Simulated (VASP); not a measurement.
The system is Al3Pd.

```
Al Pd
1.0
     3.94691    0.00000    0.00000
     0.00000    3.94691    0.00000
     0.00000    0.00000    3.94691
Al Pd
3 1
Direct
  0.00000 0.50000 0.50000
  0.50000 0.00000 0.50000
  0.50000 0.50000 0.00000
  0.00000 0.00000 0.00000
```

Base run:

```yaml
Program: VASP 6.6.1
Functional: PBE
Potentials_or_basis: VASP PAW PBE potentials, release 64 (Al, Pd)
Cutoff: 520 eV
k_mesh: 5 × 5 × 5
Occupations: methfessel-paxton, width 0.1 eV
Spin: no spin polarisation
```

Its results: pressure 1.3 GPa.

Task: The run is repeated on the same cell with these changes: functional from PBE to BLYP; further incar settings from ALGO = Normal; EDIFF = 1e-06; NBANDS = 18 to ALGO = Normal; EDIFF = 1e-07; NBANDS = 18. What comes out?

Result: Pressure 5.9 GPa.

Caveats: the PAW data sets were made with another functional, which shifts forces and pressure a little (some runs).
